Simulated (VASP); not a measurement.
A run of VASP 6.6.1 is set up as follows.

File INCAR:

```
ALGO     = Normal         # electronic algorithm
EDIFF    = 1E-6           # SCF threshold, eV
ENCUT    = 520            # plane-wave cutoff, eV
GGA      = PE             # functional
ISIF     = 2              # what is computed and relaxed
ISMEAR   = 0              # smearing method
LASPH    = T              # aspherical terms in the spheres
LCHARG   = F              # write CHGCAR
LREAL    = F              # projectors in reciprocal space
LWAVE    = F              # write WAVECAR
NBANDS   = 26             # bands
NELM     = 80             # most SCF steps
PREC     = Accurate       # precision mode
SIGMA    = 0.02           # smearing width, eV
```

File KPOINTS:

```
k-points
0
Gamma
  12 12 6
```

The input POSCAR:

```
ZnO
1.0
    3.0069720263      0.0000000000      0.0000000000
   -1.5034860131      2.6041141633      0.0000000000
    0.0000000000      0.0000000000      4.8501764441
Zn O
2 2
Direct
    0.6666666667      0.3333333333      0.5006514802
    0.3333333333      0.6666666667      0.0006514802
    0.6666666667      0.3333333333      0.8796585198
    0.3333333333      0.6666666667      0.3796585198
```

Potentials or basis: VASP PAW PBE potentials, release 64 (Zn, O).

Command:

```bash
$ cat potpaw_PBE.64/Zn/POTCAR potpaw_PBE.64/O/POTCAR > POTCAR
$ mpirun -np 1 vasp_std > vasp.out
```

(1) What does it give for the band gap on the k mesh?

(2) What does it give for the largest force?

## Answers

(1) 1.10 eV, direct.

(2) 0.006 eV/Å.
